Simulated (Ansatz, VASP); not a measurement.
## One calculation of CuF, two programs

Contents of POSCAR:

```
CuF
1.0
    2.7625361970      0.0000000000      0.0000000000
   -1.3812680985      2.3924265254      0.0000000000
    0.0000000000      0.0000000000      6.4019833364
Cu F
2 2
Direct
    0.0000000000      0.0000000000      0.0000000000
    0.0000000000      0.0000000000      0.5000000000
    0.3333333333      0.6666666667      0.2500000000
    0.6666666667      0.3333333333      0.7500000000
```

INCAR.step1

```
SYSTEM = CuF
PREC     = Accurate       ! precision mode
ENCUT    = 520            ! plane-wave cutoff, eV
EDIFF    = 1E-5           ! SCF threshold, eV
ISMEAR   = -1             ! smearing method
SIGMA    = 0.02           ! smearing width, eV
LREAL    = .FALSE.        ! projectors in reciprocal space
LASPH    = .TRUE.         ! aspherical terms in the spheres
NELM     = 80             ! most SCF steps
ALGO     = Normal         ! electronic algorithm
ISIF     = 2              ! what is computed and relaxed
LWAVE    = .TRUE.         ! write WAVECAR
NBANDS   = 26             ! bands
GGA      = PE             ! functional
```

File INCAR.step2:

```
SYSTEM = CuF
PREC     = Accurate       ! precision mode
ENCUT    = 520            ! plane-wave cutoff, eV
EDIFF    = 1E-7           ! SCF threshold, eV
ISMEAR   = -1             ! smearing method
SIGMA    = 0.02           ! smearing width, eV
LREAL    = .FALSE.        ! projectors in reciprocal space
LASPH    = .TRUE.         ! aspherical terms in the spheres
NELM     = 80             ! most SCF steps
ALGO     = Normal         ! electronic algorithm
ISIF     = 2              ! what is computed and relaxed
LWAVE    = .FALSE.        ! write WAVECAR
LCHARG   = .TRUE.         ! write CHGCAR
GGA      = PE             ! functional
LHFCALC  = .TRUE.         ! exact exchange
HFSCREEN = 0.2079         ! screening, 1/A
PRECFOCK = Normal       
LELF     = .TRUE.         ! ELF
LVHAR    = .TRUE.       
NBANDS   = 26             ! bands
ISTART   = 1
```

The input KPOINTS:

```
Automatic mesh
0
G
  6 6 2
  0 0 0
```

Input for Ansatz:

```yaml
crystal:
  lattice:
    - [2.762536197, 0.0, 0.0]
    - [-1.3812680985, 2.3924265254, 0.0]
    - [0.0, 0.0, 6.4019833364]
  atoms:
    - { symbol: Cu, position: [0.0, 0.0, 0.0] }
    - { symbol: Cu, position: [0.0, 0.0, 0.5] }
    - { symbol: F, position: [0.3333333333, 0.6666666667, 0.25] }
    - { symbol: F, position: [0.6666666667, 0.3333333333, 0.75] }
kpoints:
  mp_grid: { grid: [6, 6, 2] }
hamiltonian:
  xc: hse06
scf:
  occupations: { method: fermi_dirac, width: 0.02 }
  n_extra_bands: 5
output:
  forces: true
  stress: true
  eigenvalues: true
```

Alike in both runs: task single point; functional HSE06; k mesh 6 × 6 × 2; occupations fermi-dirac, width 0.02 eV; no spin polarisation.

|  | VASP | Ansatz |
| --- | --- | --- |
| version | VASP 6.6.1 | Ansatz 0.2.0 |
| potentials or method | VASP PAW PBE potentials, release 64 (Cu, F) | plane waves, PAW |
| plane-wave cutoff (eV) | 520 | 420 |
| valence electrons in the cell | 36 | 52 |

VASP gave:

| Quantity | Value |
| --- | --- |
| gap on the k mesh at the Fermi level (eV) | 0.82 |
| pressure (GPa) | 3.4 |
| traceless stress, the component that is largest in VASP (GPa) | -3.42 |

Problem. Which values does Ansatz return?

Solution. gap on the k mesh at the Fermi level (eV): 0.87; pressure (GPa): 3.2; traceless stress, the component that is largest in VASP (GPa): -4.01.

VASP's potentials hold 36 valence electrons a cell and Ansatz's 52, so a difference there can come from the potentials and not from the codes. Ansatz's warnings: stress exchange threshold loose, stress scf threshold loose.

The k mesh is coarse, so the values compare programs but aren't converged.
